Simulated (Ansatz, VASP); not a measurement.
# Al2O3 in VASP and in Ansatz

```
CELL_PARAMETERS angstrom
2.81530 0.00000 0.00000
-1.40765 2.43812 0.00000
0.00000 0.00000 7.16417
ATOMIC_POSITIONS crystal
Al 0.00000 0.00000 0.19074
Al 0.00000 0.00000 0.80926
O 0.33333 0.66667 0.29095
O 0.66667 0.33333 0.00000
O 0.33333 0.66667 0.70905
```

Alike in both runs: task single point; functional PBE; dispersion D3(BJ); k mesh 9 × 9 × 4; occupations gaussian, width 0.05 eV; no spin polarisation.

|  | VASP | Ansatz |
| --- | --- | --- |
| version | VASP 6.6.1 | Ansatz 0.2.0 |
| potentials or method | VASP PAW PBE potentials, release 64 (Al, O), cutoff 520 eV | scalar-relativistic, plane waves, PAW |
| valence electrons in the cell | 24 | 24 |

|  | VASP | Ansatz | Ansatz less VASP |
| --- | --- | --- | --- |
| gap on the k mesh at the Fermi level (eV) | 4.79 | 4.82 | +0.029 |
| least direct gap on the mesh (eV) | 4.90 | 4.92 | +0.028 |
| pressure (GPa) | 7.3 | 7.2 | -0.13 |
| traceless stress, the component that is largest in VASP (GPa) | -4.10 | -3.77 | +0.336 |
| rms of the force components (eV/Å) | 0.272 | 0.255 | -0.0170 |

Atom by atom the forces differ by 0.017 eV/Å (rms over components).
